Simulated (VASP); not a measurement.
ZrTa2C2, 5 atoms in the cell. It takes space group C2/m (No. 12, monoclinic). Conventional cell: a = 5.491 Å, b = 3.166 Å, c = 7.460 Å, α = 90.00°, β = 103.85°, γ = 90.00°. Zr (site symmetry 2/m) has 6 C at 2.31 Å and 6 Ta at 3.04 Å and 6 Zr at 3.17 Å within 3.2 Å. Within 2.8 Å of Ta (site symmetry m) lie 3 C at 2.09 Å. Within 2.8 Å of C (site symmetry m) lie 3 Ta at 2.09 Å and 3 Zr at 2.31 Å. The cell was generated, and may not be a known phase.

```yaml
Program: VASP 6.6.1
Task: relaxation of cell and atoms
Functional: PBE
Potentials_or_basis: VASP PAW PBE potentials, release 64 (Zr_sv, Ta_pv, C)
Cutoff: 600 eV
k_mesh: 6 × 6 × 4
Occupations: gaussian, width 0.1 eV
Spin: no spin polarisation
Dipole_correction: no
Further_INCAR_settings: ALGO = Normal; EDIFF = 1e-06; IBRION = 2; EDIFFG = -0.04; NSW = 90; ISIF = 3
```

Potentials or basis: VASP PAW PBE potentials, release 64 (Zr_sv, Ta_pv, C).

Run with:

```sh
$ cat potpaw_PBE.64/Zr_sv/POTCAR potpaw_PBE.64/Ta_pv/POTCAR potpaw_PBE.64/C/POTCAR > POTCAR
$ mpirun -np 1 vasp_std > vasp.out
```

Hardware: 1 thread of Intel(R) Xeon(R) Platinum 8259CL CPU @ 2.50GHz (Skylake/Cascade Lake), with other jobs on the host.

Q: How long does it take, and how much memory?

A: Wall time 8.8 min on 1 thread of Intel(R) Xeon(R) Platinum 8259CL CPU @ 2.50GHz (Skylake/Cascade Lake), on a shared host, peak memory 0.28 GiB. Counts: scf iterations 75, k points 47, ion steps 9.
